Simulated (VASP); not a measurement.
Write the native input for VASP 6.6.1 that does the following.

```yaml
Task: single point
Functional: PBEsol
Potentials_or_basis: VASP PAW PBE potentials, release 64 (Cd, F)
Cutoff: 520 eV
k_mesh: 8 × 8 × 8
Occupations: gaussian, width 0.05 eV
Spin: no spin polarisation
Dipole_correction: no
Further_INCAR_settings: ALGO = Normal; EDIFF = 1e-07; NBANDS = 20
```

The structure of CdF2 lies in POSCAR:

```
CdF2
1.0
    0.0000000000      2.8523856791      2.6858063555
    2.8523856791      0.0000000000      2.6858063555
    2.8523856791      2.8523856791      0.0000000000
Cd F
1 2
Direct
    0.0000000000      0.0000000000      0.0000000000
    0.2500000000      0.2500000000      0.2500000000
    0.7500000000      0.7500000000      0.7500000000
```

This cell differs from its parent crystal: volume 14.568 Å^3 an atom, c/a of the conventional cell 0.9416.

One way to write it, as run:

INCAR

```
ALGO     = Normal         # electronic algorithm
EDIFF    = 1E-7           # SCF threshold, eV
ENCUT    = 520            # plane-wave cutoff, eV
GGA      = PS             # functional
ISIF     = 2              # what is computed and relaxed
ISMEAR   = 0              # smearing method
LASPH    = T              # aspherical terms in the spheres
LCHARG   = F              # write CHGCAR
LREAL    = F              # projectors in reciprocal space
LWAVE    = F              # write WAVECAR
NBANDS   = 20             # bands
NELM     = 100            # most SCF steps
PREC     = Accurate       # precision mode
SIGMA    = 0.05           # smearing width, eV
```

KPOINTS

```
k-points
0
Gamma
  8 8 8
```

Potentials or basis: VASP PAW PBE potentials, release 64 (Cd, F).

Launch:

```console
$ cat potpaw_PBE.64/Cd/POTCAR potpaw_PBE.64/F/POTCAR > POTCAR
$ mpirun -np 1 vasp_std > vasp.out
```

It gave:

- Pressure: -9.0 GPa
- Band gap on the k mesh: 2.40 eV, indirect (least direct gap 2.92 eV)

Caveat: the PAW data sets were made with another functional, which shifts forces and pressure a little.

Run time: 110 s on 1 thread of Intel Xeon 8259CL (shared host), peak memory 0.2 GiB.
